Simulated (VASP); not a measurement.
# HfF (F-43m) in VASP: relaxation of cell and atoms with PBE

Aim: the relaxation of cell and atoms of HfF with PBE.

Program: VASP 6.6.1. These are calculated values, not measurements. Logs are shortened: lines on timing, memory, paths and dates and some standing lists are left out, and cuts for length are marked.

**1. The cell of the first run**

The structure is cubic, space group F-43m (No. 216). Conventional cell: a = 5.128 Å, b = 5.128 Å, c = 5.128 Å, α = 90.00°, β = 90.00°, γ = 90.00°. Within 2.9 Å of Hf (site symmetry -43m) lie 4 F at 2.22 Å. Within 2.9 Å of F (site symmetry -43m) lie 4 Hf at 2.22 Å.

**2. Relaxation of cell and atoms, PBE**

INCAR reads:

```
SYSTEM = HfF
PREC = Accurate
ENCUT = 600
EDIFF = 1E-6
ISMEAR = 0
SIGMA = 0.1
LREAL = .FALSE.
LASPH = .TRUE.
NELM = 100
ALGO = Normal
ISIF = 3
LWAVE = .FALSE.
LCHARG = .FALSE.
GGA = PE
IBRION = 2
NSW = 100
EDIFFG = -0.01
```

KPOINTS reads:

```
Automatic mesh
0
G
  18 18 18
  0 0 0
```

POSCAR reads:

```
HfF
1.0
    0.0000000000      2.5638280042      2.5638280042
    2.5638280042      0.0000000000      2.5638280042
    2.5638280042      2.5638280042      0.0000000000
Hf F
1 1
Direct
    0.0000000000      0.0000000000      0.0000000000
    0.7500000000      0.7500000000      0.7500000000
```

Potentials or basis: VASP PAW PBE potentials, release 64 (Hf_pv, F).

Run with:

```sh
$ cat potpaw_PBE.64/Hf_pv/POTCAR potpaw_PBE.64/F/POTCAR > POTCAR
$ mpirun -np 1 vasp_std > vasp.out
```

OUTCAR:

```text
SYSTEM = HfF
   PREC = Accurate
   ENCUT = 600
   EDIFF = 1E-6
   ISMEAR = 0
   LREAL = .FALSE.
   LASPH = .TRUE.
   NELM = 100
   ISIF = 3
   GGA = PE
   IBRION = 2
   NSW = 100
   EDIFFG = -0.01

 ion  position               nearest neighbor table
   1  0.000  0.000  0.000-   2 2.22   2 2.22   2 2.22   2 2.22
   2  0.750  0.750  0.750-   1 2.22   1 2.22   1 2.22   1 2.22

  LATTYP: Found a face centered cubic cell.
 ALAT       =     5.1276560084

  Lattice vectors:

 A1 = (   0.0000000000,   2.5638280042,   2.5638280042)
 A2 = (   2.5638280042,   0.0000000000,   2.5638280042)
 A3 = (   2.5638280042,   2.5638280042,   0.0000000000)

Analysis of symmetry for initial positions (statically):
=====================================================================
 Subroutine PRICEL returns:
 Original cell was already a primitive cell.

 Routine SETGRP: Setting up the symmetry group for a
 face centered cubic supercell.

 Subroutine GETGRP returns: Found 24 space group operations
 (whereof 24 operations were pure point group operations)
 out of a pool of 48 trial point group operations.

The static configuration has the point symmetry T_d .

Analysis of symmetry for dynamics (positions and initial velocities):
=====================================================================
 Subroutine PRICEL returns:
 Original cell was already a primitive cell.

 Routine SETGRP: Setting up the symmetry group for a
 face centered cubic supercell.

 Subroutine GETGRP returns: Found 24 space group operations
 (whereof 24 operations were pure point group operations)
 out of a pool of 48 trial point group operations.

The dynamic configuration has the point symmetry T_d .

 Subroutine INISYM returns: Found 24 space group operations
 (whereof 24 operations are pure point group operations),
 and found     1 'primitive' translations

----------------------------------------------------------------------------------------

                                     Primitive cell

  volume of cell :      33.7052

  direct lattice vectors                    reciprocal lattice vectors
     0.000000000  2.563828004  2.563828004    -0.195020883  0.195020883  0.195020883
     2.563828004  0.000000000  2.563828004     0.195020883 -0.195020883  0.195020883
     2.563828004  2.563828004  0.000000000     0.195020883  0.195020883 -0.195020883

  length of vectors
     3.625800335  3.625800335  3.625800335     0.337786077  0.337786077  0.337786077

  position of ions in fractional coordinates (direct lattice)
     0.000000000  0.000000000  0.000000000
     0.750000000  0.750000000  0.750000000

  ion indices of the primitive-cell ions
   primitive index   ion index
                 1           1
                 2           2

----------------------------------------------------------------------------------------

 KPOINTS: Automatic mesh

Automatic generation of k-mesh.
 Grid dimensions read from file:
 generate k-points for:   18   18   18

 Generating k-lattice:

  Cartesian coordinates                     Fractional coordinates (reciprocal lattice)
    -0.010834493  0.010834493  0.010834493     0.055555556  0.000000000  0.000000000
     0.010834493 -0.010834493  0.010834493     0.000000000  0.055555556  0.000000000
     0.010834493  0.010834493 -0.010834493     0.000000000  0.000000000  0.055555556

  Length of vectors
     0.018765893  0.018765893  0.018765893

  Shift w.r.t. Gamma in fractional coordinates (k-lattice)
     0.000000000  0.000000000  0.000000000

 Subroutine IBZKPT returns following result:
 ===========================================

 Found    195 irreducible k-points:

 Following reciprocal coordinates:
            Coordinates               Weight
  0.000000  0.000000  0.000000      1.000000
  0.055556  0.000000  0.000000      8.000000
  0.111111  0.000000  0.000000      8.000000
  0.166667  0.000000  0.000000      8.000000
  0.222222  0.000000  0.000000      8.000000
  0.277778  0.000000  0.000000      8.000000
[... 16 lines left out ...]
 -0.277778  0.055556  0.000000     24.000000
 -0.222222  0.055556  0.000000     24.000000
 [... further k-points ...]
   k-points           NKPTS =    195   k-points in BZ     NKDIM =    195   number of bands    NBANDS=     12
   number of dos      NEDOS =    301   number of ions     NIONS =      2
   total plane-waves  NPLWV =  27000
   dimension x,y,z NGX =    30 NGY =   30 NGZ =   30
   dimension x,y,z NGXF=    60 NGYF=   60 NGZF=   60
   ions per type =               1   1
   NGX,Y,Z   is equivalent  to a cutoff of  13.76, 13.76, 13.76 a.u.
   NGXF,Y,Z  is equivalent  to a cutoff of  27.51, 27.51, 27.51 a.u.
 SYSTEM =  HfF
   PREC   = accura    normal or accurate (medium, high low for compatibility)
   ISTART =      0    job   : 0-new  1-cont  2-samecut
   ICHARG =      2    charge: 1-file 2-atom 10-const
   ISPIN  =      1    spin polarized calculation?
   LNONCOLLINEAR =      F non collinear calculations
   LSORBIT =      F    spin-orbit coupling
   LASPH  =      T    aspherical Exc in radial PAW
   ENCUT  =  600.0 eV  44.10 Ry    6.64 a.u.   7.24  7.24  7.24*2*pi/ulx,y,z
   NELM   =    100;   NELMIN=  2; NELMDL= -5     # of ELM steps
   EDIFF  = 0.1E-05   stopping-criterion for ELM
   LREAL  =      F    real-space projection
   EDIFFG = -.1E-01   stopping-criterion for IOM
   NSW    =    100    number of steps for IOM
   IBRION =      2    ionic relax: 0-MD 1-quasi-New 2-CG
   NFREE  =      1    steps in history (QN), initial steepest desc. (CG)
   ISIF   =      3    stress and relaxation
   ISYM   =      2    0-nonsym 1-usesym 2-fastsym
   POTIM  = 0.5000    time-step for ionic-motion
   TEBEG  =    0.0;   TEEND  =   0.0 temperature during run
   PSTRESS=    0.0 pullay stress
   NELECT =      17.0000    total number of electrons
   NUPDOWN=      -1.0000    fix difference up-down
   EMIN   =  10.00;   EMAX   =-10.00  energy-range for DOS
   EFERMI =   0.00;   METHOD = LEGACY
   ISMEAR =     0;   SIGMA  =   0.10  broadening in eV -4-tet -1-fermi 0-gaus
   EFERMI_NEDOS =   21; number of points for ismear=-14 and -15
   IALGO  =     38    algorithm
   IMIX   =      4    mixing-type and parameters
     AMIX     =   0.40;   BMIX     =  1.00
     AMIX_MAG =   1.60;   BMIX_MAG =  1.00
  volume/ion in A,a.u.               =      16.85       113.73
  Fermi-wavevector in a.u.,A,eV,Ry     =   1.303144  2.462584 23.105183  1.698183
  Thomas-Fermi vector in A             =   2.434165
   LORBIT       =      0    0 simple, 1 ext, 2 COOP (PROOUT), +10 PAW based schemes
   GGA     = PE    functional components
   LHFCALC =     F    Hartree Fock is set to
   AEXX    =    0.0000 exact exchange contribution
   IVDW    =     0    specifies the selected vdW correction
   LEPSILON=     F    determine dielectric tensor
   LRPA    =     F    only Hartree local field effects (RPA)
 conjugate gradient relaxation of ions
 non-spin polarized calculation
 Gauss-broadening in eV      SIGMA  =   0.10
  energy-cutoff  :      600.00
  volume of cell :       33.71
 maximum number of plane-waves:      1158
 NGX is ok and might be reduce to    30
   NGX = 15   NGY = 15   NGZ = 15

--------------------------------------- Ionic step        1  -------------------------------------------

 number of electron      16.9999994 magnetization

 Free energy of the ion-electron system (eV)
  ---------------------------------------------------
  ext. energy  EPLUGINS =         0.00000000
  ---------------------------------------------------
  free energy    TOTEN  =       -14.49918689 eV

  energy without entropy =      -14.49284042  energy(sigma->0) =      -14.49601366

 E-fermi :   4.8910     XC(G=0): -10.6915

 val. band max:        4.8885247600   @ k =  -0.3889   0.2778   0.0556
 cond. band min:       4.9101602410   @ k =  -0.3333   0.2778   0.1111
 fundamental gap:      0.0216354811
 Fermi energy:         4.8909510885

 k-point     1 :       0.0000    0.0000    0.0000
  band No.  band energies     occupation
      1     -27.3064      2.00000
      2     -27.3064      2.00000
      3     -27.3064      2.00000
      4     -22.5769      2.00000
      5      -4.4925      2.00000
      6      -4.4925      2.00000
      7      -4.4925      2.00000
      8       0.9116      2.00000
      9       6.4170      0.00000
     10       6.4170      0.00000
     11       7.7794      0.00000
     12       7.7794      0.00000

 k-point     2 :       0.0556    0.0000    0.0000
  band No.  band energies     occupation
      1     -27.3207      2.00000
      2     -27.3075      2.00000
      3     -27.3075      2.00000
      4     -22.5626      2.00000
      5      -4.5097      2.00000
      6      -4.4844      2.00000
      7      -4.4844      2.00000
      8       1.0169      2.00000
      9       6.3677      0.00000
     10       6.3677      0.00000
     11       7.7265      0.00000
     12       7.8325      0.00000
[... 388 lines left out ...]
 POSITION                                       TOTAL-FORCE (eV/Angst)
 -----------------------------------------------------------------------------------
      2.52120      2.52120      5.04240         0.000000      0.000000      0.000000
      3.78180      3.78180      3.78180        -0.000000     -0.000000     -0.000000
 -----------------------------------------------------------------------------------
    total drift:                               -0.000000     -0.000000     -0.000000

  FREE ENERGIE OF THE ION-ELECTRON SYSTEM (eV)
  ---------------------------------------------------
  free  energy   TOTEN  =       -14.5040104600 eV

  energy  without entropy=      -14.4979197114  energy(sigma->0) =      -14.50096509

--------------------------------------- Ionic step        3  -------------------------------------------

 number of electron      16.9999994 magnetization

 Free energy of the ion-electron system (eV)
  ---------------------------------------------------
  ext. energy  EPLUGINS =         0.00000000
  ---------------------------------------------------
  free energy    TOTEN  =       -14.50947992 eV

  energy without entropy =      -14.50328610  energy(sigma->0) =      -14.50638301

 E-fermi :   5.1078     XC(G=0): -10.8302

 val. band max:        5.0980848855   @ k =  -0.2222   0.3333   0.1111
 cond. band min:       5.1089269487   @ k =  -0.3889   0.2778   0.0556
 fundamental gap:      0.0108420632
 Fermi energy:         5.1078452228

 k-point     1 :       0.0000    0.0000    0.0000
  band No.  band energies     occupation
      1     -27.0090      2.00000
      2     -27.0090      2.00000
      3     -27.0090      2.00000
      4     -22.5373      2.00000
      5      -4.4575      2.00000
      6      -4.4575      2.00000
      7      -4.4575      2.00000
      8       1.1151      2.00000
      9       6.6957      0.00000
     10       6.6957      0.00000
     11       8.1308      0.00000
     12       8.1308      0.00000

 k-point     2 :       0.0556    0.0000    0.0000
  band No.  band energies     occupation
      1     -27.0259      2.00000
      2     -27.0102      2.00000
      3     -27.0102      2.00000
      4     -22.5205      2.00000
      5      -4.4744      2.00000
      6      -4.4487      2.00000
      7      -4.4487      2.00000
      8       1.2228      2.00000
      9       6.6436      0.00000
     10       6.6436      0.00000
     11       8.0759      0.00000
     12       8.1873      0.00000
[... 352 lines left out ...]
 POSITION                                       TOTAL-FORCE (eV/Angst)
 -----------------------------------------------------------------------------------
      0.00000      0.00000      0.00000        -0.000000     -0.000000     -0.000000
      3.80831      3.80831      3.80831         0.000000      0.000000      0.000000
 -----------------------------------------------------------------------------------
    total drift:                               -0.000000     -0.000000     -0.000000

  FREE ENERGIE OF THE ION-ELECTRON SYSTEM (eV)
  ---------------------------------------------------
  free  energy   TOTEN  =       -14.5094799184 eV

  energy  without entropy=      -14.5032860973  energy(sigma->0) =      -14.50638301

 reached required accuracy - stopping structural energy minimisation
```

It took 1.7 min on 1 thread of Intel Xeon 6975P-C (Granite Rapids), shared host; peak memory 0.26 GiB.

Results:

```
Free energy                           : -14.5095 eV
Relaxed volume                        : 16.37 Å³/atom
Relaxed cell                          : a = 3.591 Å, b = 3.591 Å, c = 3.591 Å, α = 60.00°, β = 60.00°, γ = 60.00°
Space group after relaxing (to 0.1 Å) : F-43m (No. 216)
Energy gained by relaxing             : 5.1 meV/atom
Ionic steps                           : 3
Pressure after relaxing               : 0.0 GPa
Band gap on the k mesh                : zero (an odd number of electrons rules out a gap without spin polarisation)
```

The path:
| step | energy change (eV) | largest force (eV/Å) | pressure (GPa) | volume (Å³) |
| --- | --- | --- | --- | --- |
| 1 | 0.0000 | 0.0000 | -3.28 | 33.71 |
| 2 | -0.0048 | 0.0000 | 2.64 | 32.05 |
| 3 | -0.0103 | 0.0000 | -0.03 | 32.73 |

Final structure:
```
Hf F
1.0
     0.00000    2.53887    2.53887
     2.53887    0.00000    2.53887
     2.53887    2.53887    0.00000
Hf F
1 1
Direct
  0.00000 0.00000 0.00000
  0.75000 0.75000 0.75000
```

Levels at points of the mesh, in eV from the Fermi level:
```csv
k point,band 5,band 6,band 7,band 8,band 9,band 10,band 11,band 12
"(0.00, 0.00, 0.00)",-9.57,-9.57,-9.57,-3.99,1.59,1.59,3.02,3.02
"(0.50, 0.00, 0.00)",-9.58,-9.31,-9.31,-0.89,1.26,1.26,1.85,3.43
"(0.50, 0.50, 0.00)",-10.04,-8.95,-8.95,-1.32,-0.62,3.01,3.60,3.60
```

Caveat: spin-orbit coupling is left out, which moves the levels of the heavy elements; an odd number of electrons without spin polarisation forces a metal; a magnetic or distorted state may lie lower.
